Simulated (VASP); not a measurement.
# Cu (Fm-3m) in VASP: a series of runs

Cu is run at these levels: PBEsol; tasks: single point.

All numbers are computed with VASP 6.6.1; they aren't measurements. Logs are shortened: lines on timing, memory, paths and dates and some standing lists are left out, and cuts for length are marked.

**1. The cell of the first run**

It takes space group Fm-3m (No. 225, cubic). The conventional cell has a = 3.531 Å, b = 3.531 Å, c = 3.531 Å, α = 90.00°, β = 90.00°, γ = 90.00°. Within 3.3 Å of Cu (site symmetry m-3m) lie 12 Cu at 2.50 Å.

**2. Single point, PBEsol**

Input file INCAR:

```
SYSTEM = Cu
  PREC = Accurate
  ENCUT = 520
  EDIFF = 1E-7
  ISMEAR = 0
  SIGMA = 0.1
  LREAL = .FALSE.
  LASPH = .TRUE.
  NELM = 100
  ALGO = Fast
  ISIF = 2
  LWAVE = .FALSE.
  LCHARG = .FALSE.
  GGA = PS
  NBANDS = 12
```

Input file KPOINTS:

```
regular mesh
0
G
  20 20 20
  0 0 0
```

Input file POSCAR:

```
Cu
1.0
    0.0000000000      1.7652593820      1.7652593820
    1.7652593820      0.0000000000      1.7652593820
    1.7652593820      1.7652593820      0.0000000000
Cu
1
Direct
    0.0000000000      0.0000000000      0.0000000000
```

Potentials or basis: VASP PAW PBE potentials, release 64 (Cu).

The run is started by

```bash
cat potpaw_PBE.64/Cu/POTCAR > POTCAR
mpirun -np 1 vasp_std > vasp.out
```

OUTCAR:

```text
SYSTEM = Cu
   PREC = Accurate
   ENCUT = 520
   EDIFF = 1E-7
   ISMEAR = 0
   LREAL = .FALSE.
   LASPH = .TRUE.
   NELM = 100
   ISIF = 2
   GGA = PS

 ion  position               nearest neighbor table
   1  0.000  0.000  0.000-

  LATTYP: Found a face centered cubic cell.
 ALAT       =     3.5305187640

  Lattice vectors:

 A1 = (   0.0000000000,   1.7652593820,   1.7652593820)
 A2 = (   1.7652593820,   0.0000000000,   1.7652593820)
 A3 = (   1.7652593820,   1.7652593820,   0.0000000000)

Analysis of symmetry for initial positions (statically):
=====================================================================
 Subroutine PRICEL returns:
 Original cell was already a primitive cell.

 Routine SETGRP: Setting up the symmetry group for a
 face centered cubic supercell.

 Subroutine GETGRP returns: Found 48 space group operations
 (whereof 48 operations were pure point group operations)
 out of a pool of 48 trial point group operations.

The static configuration has the point symmetry O_h .

Analysis of symmetry for dynamics (positions and initial velocities):
=====================================================================
 Subroutine PRICEL returns:
 Original cell was already a primitive cell.

 Routine SETGRP: Setting up the symmetry group for a
 face centered cubic supercell.

 Subroutine GETGRP returns: Found 48 space group operations
 (whereof 48 operations were pure point group operations)
 out of a pool of 48 trial point group operations.

The dynamic configuration has the point symmetry O_h .

 Subroutine INISYM returns: Found 48 space group operations
 (whereof 48 operations are pure point group operations),
 and found     1 'primitive' translations

----------------------------------------------------------------------------------------

                                     Primitive cell

  volume of cell :      11.0016

  direct lattice vectors                    reciprocal lattice vectors
     0.000000000  1.765259382  1.765259382    -0.283244494  0.283244494  0.283244494
     1.765259382  0.000000000  1.765259382     0.283244494 -0.283244494  0.283244494
     1.765259382  1.765259382  0.000000000     0.283244494  0.283244494 -0.283244494

  length of vectors
     2.496453759  2.496453759  2.496453759     0.490593854  0.490593854  0.490593854

  position of ions in fractional coordinates (direct lattice)
     0.000000000  0.000000000  0.000000000

  ion indices of the primitive-cell ions
   primitive index   ion index
                 1           1

----------------------------------------------------------------------------------------

 KPOINTS: regular mesh

Automatic generation of k-mesh.
 Grid dimensions read from file:
 generate k-points for:   20   20   20

 Generating k-lattice:

  Cartesian coordinates                     Fractional coordinates (reciprocal lattice)
    -0.014162225  0.014162225  0.014162225     0.050000000  0.000000000  0.000000000
     0.014162225 -0.014162225  0.014162225     0.000000000  0.050000000  0.000000000
     0.014162225  0.014162225 -0.014162225     0.000000000  0.000000000  0.050000000

  Length of vectors
     0.024529693  0.024529693  0.024529693

  Shift w.r.t. Gamma in fractional coordinates (k-lattice)
     0.000000000  0.000000000  0.000000000

 Subroutine IBZKPT returns following result:
 ===========================================

 Found    256 irreducible k-points:

 Following reciprocal coordinates:
            Coordinates               Weight
  0.000000  0.000000  0.000000      1.000000
  0.050000  0.000000  0.000000      8.000000
  0.100000  0.000000  0.000000      8.000000
  0.150000  0.000000  0.000000      8.000000
  0.200000  0.000000  0.000000      8.000000
  0.250000  0.000000  0.000000      8.000000
[... 16 lines left out ...]
 -0.400000  0.050000  0.000000     24.000000
 -0.350000  0.050000  0.000000     24.000000
 [... further k-points ...]
   k-points           NKPTS =    256   k-points in BZ     NKDIM =    256   number of bands    NBANDS=     12
   number of dos      NEDOS =    301   number of ions     NIONS =      1
   total plane-waves  NPLWV =   8000
   dimension x,y,z NGX =    20 NGY =   20 NGZ =   20
   dimension x,y,z NGXF=    40 NGYF=   40 NGZF=   40
   ions per type =               1
   NGX,Y,Z   is equivalent  to a cutoff of  13.32, 13.32, 13.32 a.u.
   NGXF,Y,Z  is equivalent  to a cutoff of  26.64, 26.64, 26.64 a.u.
 SYSTEM =  Cu
   PREC   = accura    normal or accurate (medium, high low for compatibility)
   ISTART =      0    job   : 0-new  1-cont  2-samecut
   ICHARG =      2    charge: 1-file 2-atom 10-const
   ISPIN  =      1    spin polarized calculation?
   LNONCOLLINEAR =      F non collinear calculations
   LSORBIT =      F    spin-orbit coupling
   LASPH  =      T    aspherical Exc in radial PAW
   ENCUT  =  520.0 eV  38.22 Ry    6.18 a.u.   4.64  4.64  4.64*2*pi/ulx,y,z
   NELM   =    100;   NELMIN=  2; NELMDL= -5     # of ELM steps
   EDIFF  = 0.1E-06   stopping-criterion for ELM
   LREAL  =      F    real-space projection
   EDIFFG = 0.1E-05   stopping-criterion for IOM
   NSW    =      0    number of steps for IOM
   IBRION =     -1    ionic relax: 0-MD 1-quasi-New 2-CG
   NFREE  =      0    steps in history (QN), initial steepest desc. (CG)
   ISIF   =      2    stress and relaxation
   ISYM   =      2    0-nonsym 1-usesym 2-fastsym
   POTIM  = 0.5000    time-step for ionic-motion
   TEBEG  =    0.0;   TEEND  =   0.0 temperature during run
   PSTRESS=    0.0 pullay stress
   NELECT =      11.0000    total number of electrons
   NUPDOWN=      -1.0000    fix difference up-down
   EMIN   =  10.00;   EMAX   =-10.00  energy-range for DOS
   EFERMI =   0.00;   METHOD = LEGACY
   ISMEAR =     0;   SIGMA  =   0.10  broadening in eV -4-tet -1-fermi 0-gaus
   EFERMI_NEDOS =   21; number of points for ismear=-14 and -15
   IALGO  =     68    algorithm
   IMIX   =      4    mixing-type and parameters
     AMIX     =   0.40;   BMIX     =  1.00
     AMIX_MAG =   1.60;   BMIX_MAG =  1.00
  volume/ion in A,a.u.               =      11.00        74.24
  Fermi-wavevector in a.u.,A,eV,Ry     =   1.637020  3.093518 36.461342  2.679833
  Thomas-Fermi vector in A             =   2.728229
   LORBIT       =      0    0 simple, 1 ext, 2 COOP (PROOUT), +10 PAW based schemes
   GGA     = PS    functional components
   LHFCALC =     F    Hartree Fock is set to
   AEXX    =    0.0000 exact exchange contribution
   IVDW    =     0    specifies the selected vdW correction
   LEPSILON=     F    determine dielectric tensor
   LRPA    =     F    only Hartree local field effects (RPA)
 non-spin polarized calculation
 RMM-DIIS sequential band-by-band and
 Gauss-broadening in eV      SIGMA  =   0.10
  energy-cutoff  :      520.00
  volume of cell :       11.00
 maximum number of plane-waves:       307
   NGX =  9   NGY =  9   NGZ =  9

 number of electron      11.0000004 magnetization

 Free energy of the ion-electron system (eV)
  ---------------------------------------------------
  ext. energy  EPLUGINS =         0.00000000
  ---------------------------------------------------
  free energy    TOTEN  =        -4.30355955 eV

  energy without entropy =       -4.30228184  energy(sigma->0) =       -4.30292069

 E-fermi :   8.2805     XC(G=0): -13.3272

 val. band max:        8.2270294064   @ k =   0.5000   0.3000   0.1500
 cond. band min:       8.2861792832   @ k =  -0.4500   0.1000   0.0000
 fundamental gap:      0.0591498768
 Fermi energy:         8.2805491397

 k-point     1 :       0.0000    0.0000    0.0000
  band No.  band energies     occupation
      1      -1.6346      2.00000
      2       5.0573      2.00000
      3       5.0573      2.00000
      4       5.0573      2.00000
      5       5.9861      2.00000
      6       5.9861      2.00000
      7      31.4578      0.00000
      8      34.6312      0.00000
      9      34.6312      0.00000
     10      34.6312      0.00000
     11      37.1863      0.00000
     12      37.1863      0.00000

 k-point     2 :       0.0500    0.0000    0.0000
  band No.  band energies     occupation
      1      -1.5386      2.00000
      2       5.0351      2.00000
      3       5.0768      2.00000
      4       5.0768      2.00000
      5       5.9781      2.00000
      6       5.9781      2.00000
      7      31.0286      0.00000
      8      33.2900      0.00000
      9      34.3214      0.00000
     10      34.3214      0.00000
     11      37.6244      0.00000
     12      37.6244      0.00000

 k-point     3 :       0.1000    0.0000    0.0000
  band No.  band energies     occupation
      1      -1.2534      2.00000
      2       4.9734      2.00000
      3       5.1289      2.00000
      4       5.1289      2.00000
      5       5.9599      2.00000
      6       5.9599      2.00000
      7      29.1435      0.00000
      8      32.4161      0.00000
      9      33.7209      0.00000
     10      33.7209      0.00000
     11      38.5680      0.00000
     12      38.5943      0.00000

 k-point     4 :       0.1500    0.0000    0.0000
  band No.  band energies     occupation
      1      -0.7880      2.00000
      2       4.8874      2.00000
      3       5.1934      2.00000
      4       5.1934      2.00000
      5       5.9509      2.00000
      6       5.9509      2.00000
      7      26.5478      0.00000
      8      32.1179      0.00000
      9      33.1211      0.00000
     10      33.1211      0.00000
     11      38.9903      0.00000
     12      39.4307      0.00000

 k-point     5 :       0.2000    0.0000    0.0000
  band No.  band energies     occupation
      1      -0.1615      2.00000
      2       4.8034      2.00000
      3       5.2365      2.00000
      4       5.2365      2.00000
      5       5.9821      2.00000
      6       5.9821      2.00000
      7      23.8999      0.00000
      8      31.8127      0.00000
      9      32.6033      0.00000
     10      32.6033      0.00000
     11      39.0186      0.00000
     12      39.1031      0.00000
[... 228 lines left out ...]
      1       2.8496      2.00000
      2       4.9851      2.00000
      3       5.0554      2.00000
      4       6.1759      2.00000
      5       6.6206      2.00000
      6       7.5216      2.00000
      7      12.5199      0.00000
      8      29.2594      0.00000
      9      30.6284      0.00000
     10      30.7946      0.00000
     11      35.2988      0.00000
     12      35.4751      0.00000

 k-point    22 :      -0.4500    0.0500    0.0000
  band No.  band energies     occupation
      1       2.8324      2.00000
      2       4.9940      2.00000
      3       5.0560      2.00000
      4       6.1490      2.00000
      5       6.5791      2.00000
      6       7.4131      2.00000
      7      12.7528      0.00000
      8      29.0448      0.00000
      9      30.7140      0.00000
     10      31.1548      0.00000
     11      34.9008      0.00000
     12      35.7490      0.00000

 k-point    23 :      -0.4000    0.0500    0.0000
  band No.  band energies     occupation
      1       2.6895      2.00000
      2       5.0301      2.00000
      3       5.0829      2.00000
      4       5.7918      2.00000
      5       6.4790      2.00000
      6       6.9425      2.00000
      7      14.1003      0.00000
      8      28.9050      0.00000
      9      30.8903      0.00000
     10      31.8428      0.00000
     11      34.7037      0.00000
     12      36.1500      0.00000

 k-point    24 :      -0.3500    0.0500    0.0000
  band No.  band energies     occupation
      1       2.3332      2.00000
      2       5.0869      2.00000
      3       5.1323      2.00000
      4       5.2309      2.00000
      5       6.3341      2.00000
      6       6.6394      2.00000
      7      15.9976      0.00000
      8      28.8787      0.00000
      9      31.2669      0.00000
     10      32.6176      0.00000
     11      34.7694      0.00000
     12      36.6284      0.00000

 [... further k-points ...]
[... 5 lines left out ...]
  --------------------------------------------------------------------------------------
  -------------------------------------------------------------------------------------
  Total        0.3949735      0.3949735      0.3949735     -0.0000000      0.0000000      0.0000000
  in kB       57.5205476     57.5205476     57.5205476     -0.0000000      0.0000000      0.0000000
  external PRESSURE =      57.5205476 kB  Pullay stress =       0.0000000 kB

 VOLUME and BASIS-vectors are now :
 -----------------------------------------------------------------------------
  energy-cutoff  :      520.00
  volume of cell :       11.00
      direct lattice vectors                 reciprocal lattice vectors
     0.000000000  1.765259382  1.765259382    -0.283244494  0.283244494  0.283244494
     1.765259382  0.000000000  1.765259382     0.283244494 -0.283244494  0.283244494
     1.765259382  1.765259382  0.000000000     0.283244494  0.283244494 -0.283244494

 POSITION                                       TOTAL-FORCE (eV/Angst)
 -----------------------------------------------------------------------------------
      0.00000      0.00000      0.00000         0.000000     -0.000000     -0.000000
 -----------------------------------------------------------------------------------
    total drift:                                0.000000      0.000000      0.000000

  FREE ENERGIE OF THE ION-ELECTRON SYSTEM (eV)
  ---------------------------------------------------
  free  energy   TOTEN  =        -4.3035595459 eV

  energy  without entropy=       -4.3022818437  energy(sigma->0) =       -4.30292069
```

Wall time 28 s (1 thread of Intel Xeon Platinum 8488C (Sapphire Rapids), shared host); peak memory 0.15 GiB.

What came out:

| Item | Value |
| --- | --- |
| Free energy | -4.3036 eV |
| Pressure | 5.8 GPa |

Levels at points of the mesh, in eV from the Fermi level:
```
           k point  band 4  band 5  band 6  band 7  band 8  band 9
(0.00, 0.00, 0.00)   -3.22   -2.29   -2.29   23.18   26.35   26.35
(0.50, 0.00, 0.00)   -1.66   -1.66   -1.22    4.14   21.64   23.17
(0.50, 0.50, 0.00)   -1.50   -1.50    1.43    7.64   13.62   13.62
```

Caveat: the PAW data sets were made with another functional, which shifts forces and pressure a little.

(Part 1 of 2 ends here.)
